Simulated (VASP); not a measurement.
# C in VASP: single point with PBE

Aim: the single point of C with PBE.

All numbers are computed with VASP 6.6.1; they aren't measurements. Logs are shortened: lines on timing, memory, paths and dates and some standing lists are left out, and cuts for length are marked.

### 1 The cell of the first run

The cell holds a slab with vacuum, 2 atoms: a = 2.470 Å, b = 2.470 Å, c = 13.034 Å, α = 90.00°, β = 90.00°, γ = 120.00°.

### 2 Single point, PBE

Input file INCAR:

```
SYSTEM = C
ALGO = Normal ; EDIFF = 1E-7
ENCUT = 520 ; GGA = PE
ISIF = 2 ; ISMEAR = 0
LASPH = .TRUE. ; LCHARG = .FALSE.
LREAL = .FALSE. ; LWAVE = .FALSE.
NBANDS = 11 ; NELM = 100
PREC = Accurate ; SIGMA = 0.05
```

Input file KPOINTS:

```
k-points
0
G
  30 30 1
  0 0 0
```

Input file POSCAR:

```
C
1.0
    2.4699988100      0.0000000000      0.0000000000
   -1.2349994100      2.1390817200      0.0000000000
    0.0000000000      0.0000000000     13.0339500000
C
2
Direct
    0.6666666700      0.3333333300      0.4986976300
    0.3333333300      0.6666666700      0.5013023700
```

Potentials or basis: VASP PAW PBE potentials, release 64 (C).

On the command line:

```console
$ cat potpaw_PBE.64/C/POTCAR > POTCAR
$ mpirun -np 1 vasp_std > vasp.out
```

OUTCAR:

```text
SYSTEM = C
   EDIFF = 1E-7
   ENCUT = 520
   GGA = PE
   ISIF = 2
   ISMEAR = 0
   LASPH = .TRUE.
   LREAL = .FALSE.
   NELM = 100
   PREC = Accurate

 ion  position               nearest neighbor table
   1  0.667  0.333  0.499-   2 1.43   2 1.43   2 1.43
   2  0.333  0.667  0.501-   1 1.43   1 1.43   1 1.43

  LATTYP: Found a hexagonal cell.
 ALAT       =     2.4699988100
 C/A-ratio  =     5.2769053763

  Lattice vectors:

 A1 = (   2.4699988100,   0.0000000000,   0.0000000000)
 A2 = (  -1.2349994100,   2.1390817200,   0.0000000000)
 A3 = (   0.0000000000,   0.0000000000,  13.0339500000)

Analysis of symmetry for initial positions (statically):
=====================================================================
 Subroutine PRICEL returns:
 Original cell was already a primitive cell.

 Routine SETGRP: Setting up the symmetry group for a
 hexagonal supercell.

 Subroutine GETGRP returns: Found 12 space group operations
 (whereof 12 operations were pure point group operations)
 out of a pool of 24 trial point group operations.

The static configuration has the point symmetry D_3d.

Analysis of symmetry for dynamics (positions and initial velocities):
=====================================================================
 Subroutine PRICEL returns:
 Original cell was already a primitive cell.

 Routine SETGRP: Setting up the symmetry group for a
 hexagonal supercell.

 Subroutine GETGRP returns: Found 12 space group operations
 (whereof 12 operations were pure point group operations)
 out of a pool of 24 trial point group operations.

The dynamic configuration has the point symmetry D_3d.

 Subroutine INISYM returns: Found 12 space group operations
 (whereof 12 operations are pure point group operations),
 and found     1 'primitive' translations

----------------------------------------------------------------------------------------

                                     Primitive cell

  volume of cell :      68.8653

  direct lattice vectors                    reciprocal lattice vectors
     2.469998810  0.000000000  0.000000000     0.404858495  0.233745161  0.000000000
    -1.234999410  2.139081720  0.000000000     0.000000000  0.467490321  0.000000000
     0.000000000  0.000000000 13.033950000     0.000000000  0.000000000  0.076722713

  length of vectors
     2.469998810  2.469998815 13.033950000     0.467490322  0.467490321  0.076722713

  position of ions in fractional coordinates (direct lattice)
     0.666666670  0.333333330  0.498697630
     0.333333330  0.666666670  0.501302370

  ion indices of the primitive-cell ions
   primitive index   ion index
                 1           1
                 2           2

----------------------------------------------------------------------------------------

 KPOINTS: k-points

Automatic generation of k-mesh.
 Grid dimensions read from file:
 generate k-points for:   30   30    1

 Generating k-lattice:

  Cartesian coordinates                     Fractional coordinates (reciprocal lattice)
     0.013495283  0.007791505  0.000000000     0.033333333  0.000000000  0.000000000
     0.000000000  0.015583011  0.000000000     0.000000000  0.033333333  0.000000000
     0.000000000  0.000000000  0.076722713     0.000000000  0.000000000  1.000000000

  Length of vectors
     0.015583011  0.015583011  0.076722713

  Shift w.r.t. Gamma in fractional coordinates (k-lattice)
     0.000000000  0.000000000  0.000000000

 Subroutine IBZKPT returns following result:
 ===========================================

 Found     91 irreducible k-points:

 Following reciprocal coordinates:
            Coordinates               Weight
  0.000000  0.000000  0.000000      1.000000
  0.033333 -0.000000  0.000000      6.000000
  0.066667 -0.000000  0.000000      6.000000
  0.100000  0.000000  0.000000      6.000000
  0.133333  0.000000  0.000000      6.000000
  0.166667 -0.000000  0.000000      6.000000
[... 16 lines left out ...]
  0.233333  0.033333  0.000000     12.000000
  0.266667  0.033333  0.000000     12.000000
 [... further k-points ...]
   k-points           NKPTS =     91   k-points in BZ     NKDIM =     91   number of bands    NBANDS=     11
   number of dos      NEDOS =    301   number of ions     NIONS =      2
   total plane-waves  NPLWV =  31752
   dimension x,y,z NGX =    18 NGY =   18 NGZ =   98
   dimension x,y,z NGXF=    36 NGYF=   36 NGZF=  196
   ions per type =               2
   NGX,Y,Z   is equivalent  to a cutoff of  12.12, 12.12, 12.50 a.u.
   NGXF,Y,Z  is equivalent  to a cutoff of  24.23, 24.23, 25.00 a.u.
 SYSTEM =  C
   PREC   = accura    normal or accurate (medium, high low for compatibility)
   ISTART =      0    job   : 0-new  1-cont  2-samecut
   ICHARG =      2    charge: 1-file 2-atom 10-const
   ISPIN  =      1    spin polarized calculation?
   LNONCOLLINEAR =      F non collinear calculations
   LSORBIT =      F    spin-orbit coupling
   LASPH  =      T    aspherical Exc in radial PAW
   ENCUT  =  520.0 eV  38.22 Ry    6.18 a.u.   4.59  4.59 24.23*2*pi/ulx,y,z
   NELM   =    100;   NELMIN=  2; NELMDL= -5     # of ELM steps
   EDIFF  = 0.1E-06   stopping-criterion for ELM
   LREAL  =      F    real-space projection
   EDIFFG = 0.1E-05   stopping-criterion for IOM
   NSW    =      0    number of steps for IOM
   IBRION =     -1    ionic relax: 0-MD 1-quasi-New 2-CG
   NFREE  =      0    steps in history (QN), initial steepest desc. (CG)
   ISIF   =      2    stress and relaxation
   ISYM   =      2    0-nonsym 1-usesym 2-fastsym
   POTIM  = 0.5000    time-step for ionic-motion
   TEBEG  =    0.0;   TEEND  =   0.0 temperature during run
   PSTRESS=    0.0 pullay stress
   NELECT =       8.0000    total number of electrons
   NUPDOWN=      -1.0000    fix difference up-down
   EMIN   =  10.00;   EMAX   =-10.00  energy-range for DOS
   EFERMI =   0.00;   METHOD = LEGACY
   ISMEAR =     0;   SIGMA  =   0.05  broadening in eV -4-tet -1-fermi 0-gaus
   EFERMI_NEDOS =   21; number of points for ismear=-14 and -15
   IALGO  =     38    algorithm
   IMIX   =      4    mixing-type and parameters
     AMIX     =   0.40;   BMIX     =  1.00
     AMIX_MAG =   1.60;   BMIX_MAG =  1.00
  volume/ion in A,a.u.               =      34.43       232.36
  Fermi-wavevector in a.u.,A,eV,Ry     =   0.798800  1.509513  8.681627  0.638082
  Thomas-Fermi vector in A             =   1.905781
   LORBIT       =      0    0 simple, 1 ext, 2 COOP (PROOUT), +10 PAW based schemes
   GGA     = PE    functional components
   LHFCALC =     F    Hartree Fock is set to
   AEXX    =    0.0000 exact exchange contribution
   IVDW    =     0    specifies the selected vdW correction
   LEPSILON=     F    determine dielectric tensor
   LRPA    =     F    only Hartree local field effects (RPA)
 non-spin polarized calculation
 Gauss-broadening in eV      SIGMA  =   0.05
  energy-cutoff  :      520.00
  volume of cell :       68.87
 maximum number of plane-waves:      1886
   NGX =  9   NGY =  9   NGZ = 49

 number of electron       7.9999998 magnetization

 Free energy of the ion-electron system (eV)
  ---------------------------------------------------
  ext. energy  EPLUGINS =         0.00000000
  ---------------------------------------------------
  free energy    TOTEN  =       -18.44176150 eV

  energy without entropy =      -18.44163612  energy(sigma->0) =      -18.44169881

 E-fermi :  -1.9613     XC(G=0):  -3.2892

 val. band max:       -1.9612712288   @ k =   0.3333   0.3333   0.0000
 cond. band min:      -1.9612707008   @ k =   0.3333   0.3333   0.0000
 fundamental gap:      0.0000005280
 Fermi energy:        -1.9612709657

 k-point     1 :       0.0000    0.0000    0.0000
  band No.  band energies     occupation
      1     -21.4389      2.00000
      2      -9.5403      2.00000
      3      -4.9966      2.00000
      4      -4.9966      2.00000
      5       1.2800      0.00000
      6       2.3113      0.00000
      7       3.0395      0.00000
      8       5.6225      0.00000
      9       6.3148      0.00000
     10       6.3148      0.00000
     11       6.6534      0.00000

 k-point     2 :       0.0333   -0.0000    0.0000
  band No.  band energies     occupation
      1     -21.4127      2.00000
      2      -9.5091      2.00000
      3      -5.1053      2.00000
      4      -5.0537      2.00000
      5       1.3155      0.00000
      6       2.3470      0.00000
      7       3.0754      0.00000
      8       5.6576      0.00000
      9       6.3262      0.00000
     10       6.4288      0.00000
     11       6.6926      0.00000

 k-point     3 :       0.0667   -0.0000    0.0000
  band No.  band energies     occupation
      1     -21.3342      2.00000
      2      -9.4155      2.00000
      3      -5.4204      2.00000
      4      -5.2174      2.00000
      5       1.4220      0.00000
      6       2.4542      0.00000
      7       3.1831      0.00000
      8       5.7630      0.00000
      9       6.3517      0.00000
     10       6.7627      0.00000
     11       6.8058      0.00000

 k-point     4 :       0.1000    0.0000    0.0000
  band No.  band energies     occupation
      1     -21.2034      2.00000
      2      -9.2600      2.00000
      3      -5.9131      2.00000
      4      -5.4673      2.00000
      5       1.5996      0.00000
      6       2.6326      0.00000
      7       3.3626      0.00000
      8       5.9384      0.00000
      9       6.3697      0.00000
     10       6.9836      0.00000
     11       7.2946      0.00000

 k-point     5 :       0.1333    0.0000    0.0000
  band No.  band energies     occupation
      1     -21.0207      2.00000
      2      -9.0433      2.00000
      3      -6.5460      2.00000
      4      -5.7773      2.00000
      5       1.8480      0.00000
      6       2.8822      0.00000
      7       3.6138      0.00000
      8       6.1827      0.00000
      9       6.3567      0.00000
     10       7.2101      0.00000
     11       7.9956      0.00000
[... 211 lines left out ...]
 k-point    21 :       0.1667    0.0333    0.0000
  band No.  band energies     occupation
      1     -20.6304      2.00000
      2      -8.5836      2.00000
      3      -7.6958      2.00000
      4      -6.3722      2.00000
      5       2.3797      0.00000
      6       3.4152      0.00000
      7       4.1510      0.00000
      8       6.3473      0.00000
      9       6.6774      0.00000
     10       6.9286      0.00000
     11       7.8296      0.00000

 k-point    22 :       0.2000    0.0333    0.0000
  band No.  band energies     occupation
      1     -20.3195      2.00000
      2      -8.5255      2.00000
      3      -8.2124      2.00000
      4      -6.7321      2.00000
      5       2.8036      0.00000
      6       3.8381      0.00000
      7       4.5772      0.00000
      8       6.0464      0.00000
      9       6.3120      0.00000
     10       7.1398      0.00000
     11       8.2241      0.00000

 k-point    23 :       0.2333    0.0333    0.0000
  band No.  band energies     occupation
      1     -19.9584      2.00000
      2      -9.3799      2.00000
      3      -7.7970      2.00000
      4      -7.0777      2.00000
      5       3.2938      0.00000
      6       4.3150      0.00000
      7       5.0180      0.00000
      8       5.3079      0.00000
      9       6.1593      0.00000
     10       7.6218      0.00000
     11       8.7061      0.00000

 k-point    24 :       0.2667    0.0333    0.0000
  band No.  band energies     occupation
      1     -19.5480      2.00000
      2     -10.2546      2.00000
      3      -7.3981      2.00000
      4      -7.3262      2.00000
      5       3.8120      0.00000
      6       4.2926      0.00000
      7       4.9656      0.00000
      8       5.6623      0.00000
      9       6.0382      0.00000
     10       8.1732      0.00000
     11       9.2615      0.00000

 [... further k-points ...]
[... 5 lines left out ...]
  --------------------------------------------------------------------------------------
  -------------------------------------------------------------------------------------
  Total       -0.1186105     -0.1186105     -0.0297926      0.0000000      0.0000000      0.0000000
  in kB       -2.7595192     -2.7595192     -0.6931375      0.0000000      0.0000000      0.0000000
  external PRESSURE =      -2.0707253 kB  Pullay stress =       0.0000000 kB

 VOLUME and BASIS-vectors are now :
 -----------------------------------------------------------------------------
  energy-cutoff  :      520.00
  volume of cell :       68.87
      direct lattice vectors                 reciprocal lattice vectors
     2.469998810  0.000000000  0.000000000     0.404858495  0.233745161  0.000000000
    -1.234999410  2.139081720  0.000000000     0.000000000  0.467490321  0.000000000
     0.000000000  0.000000000 13.033950000     0.000000000  0.000000000  0.076722713

 POSITION                                       TOTAL-FORCE (eV/Angst)
 -----------------------------------------------------------------------------------
      1.23500      0.71303      6.50000        -0.000000      0.000000      0.569016
     -0.00000      1.42605      6.53395         0.000000     -0.000000     -0.569016
 -----------------------------------------------------------------------------------
    total drift:                                0.000000     -0.000000      0.000000

  FREE ENERGIE OF THE ION-ELECTRON SYSTEM (eV)
  ---------------------------------------------------
  free  energy   TOTEN  =       -18.4417614969 eV

  energy  without entropy=      -18.4416361214  energy(sigma->0) =      -18.44169881
```

Run time: 32 s. Hardware: 1 thread of Intel Xeon 6975P-C (Granite Rapids), shared host; peak memory 0.19 GiB.

What came out:

* Free energy: -18.4418 eV
* Largest force: 0.569 eV/Å
* Band gap on the k mesh: zero (filled and empty bands touch)

Forces in eV/Å, atoms in the order of the input:
```
C    0.000  0.000  0.569
C    0.000  0.000 -0.569
```
